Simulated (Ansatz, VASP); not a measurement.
## CuO: VASP beside Ansatz

File INCAR:

```
SYSTEM = CuO
ALGO     = Normal         ! electronic algorithm
EDIFF    = 1E-6           ! SCF threshold, eV
ENCUT    = 520            ! plane-wave cutoff, eV
GGA      = PE             ! functional
ISIF     = 2              ! what is computed and relaxed
ISMEAR   = -1             ! smearing method
LASPH    = .True.         ! aspherical terms in the spheres
LCHARG   = .False.        ! write CHGCAR
LREAL    = .False.        ! projectors in reciprocal space
LWAVE    = .False.        ! write WAVECAR
NBANDS   = 25             ! bands
NELM     = 60             ! most SCF steps
PREC     = Accurate       ! precision mode
SIGMA    = 0.1            ! smearing width, eV
```

File KPOINTS:

```
k-points
0
Gamma
  9 9 5
  0 0 0
```

POSCAR

```
CuO
1.0
    2.3418500000     -1.7113000000      0.0000000000
    2.3418500000      1.7113000000      0.0000000000
   -0.8500270000      0.0000000000      5.0578690000
Cu O
2 2
Direct
    0.0000000000      0.5000000000      0.0000000000
    0.5000000000      0.0000000000      0.5000000000
    0.5816000000      0.4184000000      0.2500000000
    0.4184000000      0.5816000000      0.7500000000
```

Input for Ansatz:

```yaml
crystal:
  lattice:
    - [2.34185, -1.7113, 0.0]
    - [2.34185, 1.7113, 0.0]
    - [-0.850027, 0.0, 5.057869]
  atoms:
    - { symbol: Cu, position: [0.0, 0.5, 0.0] }
    - { symbol: Cu, position: [0.5, 0.0, 0.5] }
    - { symbol: O, position: [0.5816, 0.4184, 0.25] }
    - { symbol: O, position: [0.4184, 0.5816, 0.75] }
kpoints:
  mp_grid:
    grid: [9, 9, 5]
hamiltonian:
  xc: pbe
  pseudopotentials:
    kind: all_electron
    lapw: {}
scf:
  convergence:
    dr2_threshold: 1.0e-08
  occupations:
    method: fermi_dirac
output:
  forces: true
  stress: true
  eigenvalues: true
```

Alike in both runs: task single point; functional PBE; k mesh 9 × 9 × 5; no spin polarisation.

|  | VASP | Ansatz |
| --- | --- | --- |
| version | VASP 6.6.1 | Ansatz 0.2.0 |
| potentials or method | VASP PAW PBE potentials, release 64 (Cu, O), cutoff 520 eV | all-electron (LAPW or listed datasets) |
| occupations | fermi-dirac, width 0.1 eV | fermi-dirac |

```csv
,VASP,Ansatz,Ansatz less VASP
gap on the k mesh at the Fermi level (eV),none,none,-
pressure (GPa),6.5,5.8,-0.77
"traceless stress, the component that is largest in VASP (GPa)",-1.09,-1.06,+0.031
rms of the force components (eV/Å),0.089,0.105,+0.0164
```

Atom by atom the forces differ by 0.016 eV/Å (rms over components). A gap of «none» marks a metal or a gap that the smearing closes. Ansatz ran all-electron here, and VASP with PAW potentials.
